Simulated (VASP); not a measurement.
# O (I4/mmm) in VASP: single point with PBEsol

Aim: the single point of O with PBEsol.

Program: VASP 6.6.1. These are calculated values, not measurements. Logs are shortened: lines on timing, memory, paths and dates and some standing lists are left out, and cuts for length are marked.

### 1 The cell of the first run

The structure is tetragonal, space group I4/mmm (No. 139). The conventional cell has a = 3.335 Å, b = 3.335 Å, c = 17.027 Å, α = 90.00°, β = 90.00°, γ = 90.00°. O (site symmetry 4mm) has 8 O at 3.31 to 3.34 Å within 4.4 Å.

### 2 Single point, PBEsol

Input file INCAR:

```
ALGO = Normal
EDIFF = 1E-7
ENCUT = 520
GGA = PS
ISIF = 2
ISMEAR = 0
LASPH = True
LCHARG = True
LELF = True
LREAL = False
LVHAR = True
LWAVE = False
NBANDS = 13
NELM = 60
PREC = Accurate
SIGMA = 0.1
```

Input file KPOINTS:

```
k-points
0
Gamma
  8 8 8
```

Input file POSCAR:

```
O
1.0
   -1.6676340000      1.6676340000      8.5134920000
    1.6676340000     -1.6676340000      8.5134920000
    1.6676340000      1.6676340000     -8.5134920000
O
2
Direct
    0.1818140000      0.1818140000      0.0000000000
    0.8181860000      0.8181860000      0.0000000000
```

Potentials or basis: VASP PAW PBE potentials, release 64 (O).

On the command line:

```sh
$ cat potpaw_PBE.64/O/POTCAR > POTCAR
$ mpirun -np 1 vasp_std > vasp.out
```

OUTCAR:

```text
EDIFF = 1E-7
   ENCUT = 520
   GGA = PS
   ISIF = 2
   ISMEAR = 0
   LASPH = True
   LREAL = False
   NELM = 60
   PREC = Accurate

 ion  position               nearest neighbor table
   1  0.182  0.182  0.000-
   2  0.818  0.818  0.000-

  LATTYP: Found a body centered tetragonal cell.
 ALAT       =     3.3352680000
 C/A-ratio  =     5.1051321813

  Lattice vectors:

 A1 = (  -1.6676340000,   1.6676340000,   8.5134920000)
 A2 = (   1.6676340000,  -1.6676340000,   8.5134920000)
 A3 = (   1.6676340000,   1.6676340000,  -8.5134920000)

Analysis of symmetry for initial positions (statically):
=====================================================================
 Subroutine PRICEL returns:
 Original cell was already a primitive cell.

 Routine SETGRP: Setting up the symmetry group for a
 body centered tetragonal supercell.

 Subroutine GETGRP returns: Found 16 space group operations
 (whereof 16 operations were pure point group operations)
 out of a pool of 16 trial point group operations.

The static configuration has the point symmetry D_4h.

Analysis of symmetry for dynamics (positions and initial velocities):
=====================================================================
 Subroutine PRICEL returns:
 Original cell was already a primitive cell.

 Routine SETGRP: Setting up the symmetry group for a
 body centered tetragonal supercell.

 Subroutine GETGRP returns: Found 16 space group operations
 (whereof 16 operations were pure point group operations)
 out of a pool of 16 trial point group operations.

The dynamic configuration has the point symmetry D_4h.

 Subroutine INISYM returns: Found 16 space group operations
 (whereof 16 operations are pure point group operations),
 and found     1 'primitive' translations

----------------------------------------------------------------------------------------

                                     Primitive cell

  volume of cell :      94.7042

  direct lattice vectors                    reciprocal lattice vectors
    -1.667634000  1.667634000  8.513492000     0.000000000  0.299825981  0.058730307
     1.667634000 -1.667634000  8.513492000     0.299825981  0.000000000  0.058730307
     1.667634000  1.667634000 -8.513492000     0.299825981  0.299825981  0.000000000

  length of vectors
     8.834112992  8.834112992  8.834112992     0.305523924  0.305523924  0.424017969

[... 88 lines left out ...]
   POTIM  = 0.5000    time-step for ionic-motion
   TEBEG  =    0.0;   TEEND  =   0.0 temperature during run
   PSTRESS=    0.0 pullay stress
   NELECT =      12.0000    total number of electrons
   NUPDOWN=      -1.0000    fix difference up-down
   EMIN   =  10.00;   EMAX   =-10.00  energy-range for DOS
   EFERMI =   0.00;   METHOD = LEGACY
   ISMEAR =     0;   SIGMA  =   0.10  broadening in eV -4-tet -1-fermi 0-gaus
   EFERMI_NEDOS =   21; number of points for ismear=-14 and -15
   IALGO  =     38    algorithm
   IMIX   =      4    mixing-type and parameters
     AMIX     =   0.40;   BMIX     =  1.00
     AMIX_MAG =   1.60;   BMIX_MAG =  1.00
  volume/ion in A,a.u.               =      47.35       319.55
  Fermi-wavevector in a.u.,A,eV,Ry     =   0.822266  1.553857  9.199183  0.676121
  Thomas-Fermi vector in A             =   1.933570
   LORBIT       =      0    0 simple, 1 ext, 2 COOP (PROOUT), +10 PAW based schemes
   GGA     = PS    functional components
   LHFCALC =     F    Hartree Fock is set to
   AEXX    =    0.0000 exact exchange contribution
   IVDW    =     0    specifies the selected vdW correction
   LEPSILON=     F    determine dielectric tensor
   LRPA    =     F    only Hartree local field effects (RPA)
 non-spin polarized calculation
 Gauss-broadening in eV      SIGMA  =   0.10
  energy-cutoff  :      520.00
  volume of cell :       94.70
 maximum number of plane-waves:      2571
 NGX is ok and might be reduce to    70
   NGX = 33   NGY = 33   NGZ = 33

 number of electron      11.9999998 magnetization

 Free energy of the ion-electron system (eV)
  ---------------------------------------------------
  ext. energy  EPLUGINS =         0.00000000
  ---------------------------------------------------
  free energy    TOTEN  =        -1.26176758 eV

  energy without entropy =       -1.16730746  energy(sigma->0) =       -1.21453752

 E-fermi :  -7.5003     XC(G=0):  -4.2806

 val. band max:       -7.5022105652   @ k =  -0.3750   0.3750   0.1250
 cond. band min:      -7.4996878017   @ k =   0.5000   0.5000   0.5000
 fundamental gap:      0.0025227635
 Fermi energy:        -7.5002925811

 k-point     1 :       0.0000    0.0000    0.0000
  band No.  band energies     occupation
      1     -22.7253      2.00000
      2     -22.5389      2.00000
      3      -8.0735      2.00000
      4      -7.4937      0.92616
      5      -7.4908      0.89343
      6      -7.4908      0.89342
      7      -7.2866      0.00251
      8      -7.2866      0.00251
      9       0.4890      0.00000
     10       2.6403      0.00000
     11       3.0440      0.00000
     12       7.4105      0.00000
     13       8.7938      0.00000
[... 354 lines left out ...]
  band No.  band energies     occupation
      1     -22.4984      2.00000
      2     -22.4983      2.00000
      3      -8.1600      2.00000
      4      -8.1598      2.00000
      5      -7.6419      1.95484
      6      -7.6412      1.95365
      7      -7.5032      1.03229
      8      -7.5023      1.02259
      9       4.6018      0.00000
     10       4.9062      0.00000
     11       5.5208      0.00000
     12       6.1789      0.00000
     13       7.4442      0.00000

 [... further k-points ...]

------------------------ aborting loop because EDIFF is reached ----------------------------------------

  FORCE on cell =-STRESS in cart. coord.  units (eV):
  Direction    XX          YY          ZZ          XY          YZ          ZX
  --------------------------------------------------------------------------------------
  -------------------------------------------------------------------------------------
  Total       -2.3957621     -2.3957621     -1.3962861      0.0000000      0.0000000      0.0000000
  in kB      -40.5307897    -40.5307897    -23.6219518      0.0000000      0.0000000      0.0000000
  external PRESSURE =     -34.8945104 kB  Pullay stress =       0.0000000 kB

 VOLUME and BASIS-vectors are now :
 -----------------------------------------------------------------------------
  energy-cutoff  :      520.00
  volume of cell :       94.70
      direct lattice vectors                 reciprocal lattice vectors
    -1.667634000  1.667634000  8.513492000     0.000000000  0.299825981  0.058730307
     1.667634000 -1.667634000  8.513492000     0.299825981  0.000000000  0.058730307
     1.667634000  1.667634000 -8.513492000     0.299825981  0.299825981  0.000000000

 POSITION                                       TOTAL-FORCE (eV/Angst)
 -----------------------------------------------------------------------------------
      0.00000      0.00000      3.09574        -0.000000     -0.000000      0.577753
      0.00000      0.00000     13.93124         0.000000      0.000000     -0.577753
 -----------------------------------------------------------------------------------
    total drift:                               -0.000000      0.000000     -0.000000

  FREE ENERGIE OF THE ION-ELECTRON SYSTEM (eV)
  ---------------------------------------------------
  free  energy   TOTEN  =        -1.2617675766 eV

  energy  without entropy=       -1.1673074650  energy(sigma->0) =       -1.21453752
```

OSZICAR:

```text
N       E                     dE             d eps       ncg     rms          rms(c)
DAV:   1     0.758182641971E+02    0.75818E+02   -0.48304E+03  1534   0.706E+02
DAV:   2     0.271336757909E+01   -0.73105E+02   -0.70767E+02  2398   0.160E+02
DAV:   3    -0.124711558320E+01   -0.39605E+01   -0.38491E+01  1789   0.426E+01
DAV:   4    -0.129945286479E+01   -0.52337E-01   -0.51503E-01  1814   0.523E+00
DAV:   5    -0.129996113587E+01   -0.50827E-03   -0.50816E-03  1864   0.496E-01    0.164E+00
DAV:   6    -0.126237040469E+01    0.37591E-01   -0.13740E-01  1854   0.204E+00    0.860E-01
DAV:   7    -0.125969205930E+01    0.26783E-02   -0.18591E-02  1559   0.600E-01    0.291E-01
DAV:   8    -0.126137984485E+01   -0.16878E-02   -0.23873E-03  1624   0.358E-01    0.878E-02
DAV:   9    -0.126173805409E+01   -0.35821E-03   -0.44033E-04  1684   0.169E-01    0.223E-02
DAV:  10    -0.126175420245E+01   -0.16148E-04   -0.28647E-05  1849   0.293E-02    0.169E-02
DAV:  11    -0.126175836635E+01   -0.41639E-05   -0.17739E-05  1584   0.256E-02    0.533E-03
DAV:  12    -0.126176461326E+01   -0.62469E-05   -0.16937E-06  1569   0.971E-03    0.249E-03
DAV:  13    -0.126176731210E+01   -0.26988E-05   -0.77868E-07  1739   0.502E-03    0.955E-04
DAV:  14    -0.126176754199E+01   -0.22988E-06   -0.53557E-08  1337   0.180E-03    0.140E-04
DAV:  15    -0.126176757665E+01   -0.34661E-07   -0.77032E-09  1247   0.618E-04
   1 F= -.12617676E+01 E0= -.12145375E+01  d E =-.944601E-01
```

stdout:

```text
POSCAR found type information on POSCAR O
 POSCAR found :  1 types and       2 ions
 scaLAPACK will be used
 -----------------------------------------------------------------------------
|                                                                             |
|                                                                             |
|     You enforced a specific xc type in the INCAR file but a different       |
|     I HOPE YOU KNOW WHAT YOU ARE DOING!                                     |
|                                                                             |
 -----------------------------------------------------------------------------

 LDA part: xc-table for (Slater+PW92), standard interpolation
 POSCAR, INCAR and KPOINTS ok, starting setup
 FFT: planning ... GRIDC
 FFT: planning ... GRID_SOFT
 FFT: planning ... GRID
 WAVECAR not read
 entering main loop
```

Run time: 9.9 min. Hardware: 1 thread of Intel Xeon Platinum 8375C at 2.90GHz (Ice Lake), shared host; peak memory 0.6 GiB.

Results:

```
Free energy            : -1.2618 eV
Pressure               : -3.5 GPa
Largest force          : 0.578 eV/Å
Band gap on the k mesh : zero (bands 6 and 7 overlap by 0.18 eV)
```

Forces in eV/Å, atoms in the order of the input:
```
O    0.000  0.000  0.578
O    0.000  0.000 -0.578
```

Stress tensor (GPa, compression positive):
```
-4.05  0.00  0.00
 0.00 -4.05  0.00
 0.00  0.00 -2.36
```

Caveat: the cell stands under tension; the nearest neighbours stand farther apart than a usual bond; the PAW data sets were made with another functional, which shifts forces and pressure a little.
